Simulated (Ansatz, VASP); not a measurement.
## CaO: VASP beside Ansatz

Contents of INCAR:

```
SYSTEM = CaO
PREC = Accurate ; ENCUT = 520
EDIFF = 1E-6 ; ISMEAR = 0
SIGMA = 0.02 ; LREAL = .False.
LASPH = .True. ; NELM = 60
ALGO = Normal ; ISIF = 2
LWAVE = .False. ; LCHARG = .False.
GGA = PE ; NBANDS = 15
```

File KPOINTS:

```
regular mesh
0
Gamma
  8 8 8
  0 0 0
```

POSCAR

```
CaO
1.0
    0.0000000000      2.3657552900      2.3657552900
    2.3657552900      0.0000000000      2.3657552900
    2.3657552900      2.3657552900      0.0000000000
Ca O
1 1
Direct
    0.0000000000      0.0000000000      0.0000000000
    0.5000000000      0.5000000000      0.5000000000
```

Input for Ansatz:

```yaml
crystal:
  lattice:
    - [0.0, 2.36575529, 2.36575529]
    - [2.36575529, 0.0, 2.36575529]
    - [2.36575529, 2.36575529, 0.0]
  atoms:
    - { symbol: Ca, position: [0.0, 0.0, 0.0] }
    - { symbol: O, position: [0.5, 0.5, 0.5] }
basis:
  ecutwfc: 420
kpoints:
  mp_grid: { grid: [8, 8, 8] }
hamiltonian:
  xc: pbe
scf:
  occupations: { method: gaussian, width: 0.02 }
output:
  forces: true
  stress: true
  eigenvalues: true
```

Alike in both runs: task single point; functional PBE; k mesh 8 × 8 × 8; occupations gaussian, width 0.02 eV; no spin polarisation.

|  | VASP | Ansatz |
| --- | --- | --- |
| version | VASP 6.6.1 | Ansatz 0.2.0 |
| potentials or method | VASP PAW PBE potentials, release 64 (Ca_sv, O), cutoff 520 eV | scalar-relativistic, plane waves, PAW |
| valence electrons in the cell | 16 | 16 |

VASP gave:

```
gap on the k mesh at the Fermi level (eV) : 3.62
least direct gap on the mesh (eV)         : 3.98
pressure (GPa)                            : 8.2
```

What did Ansatz give for the same quantities?

gap on the k mesh at the Fermi level (eV): 3.64; least direct gap on the mesh (eV): 4.00; pressure (GPa): 7.5.
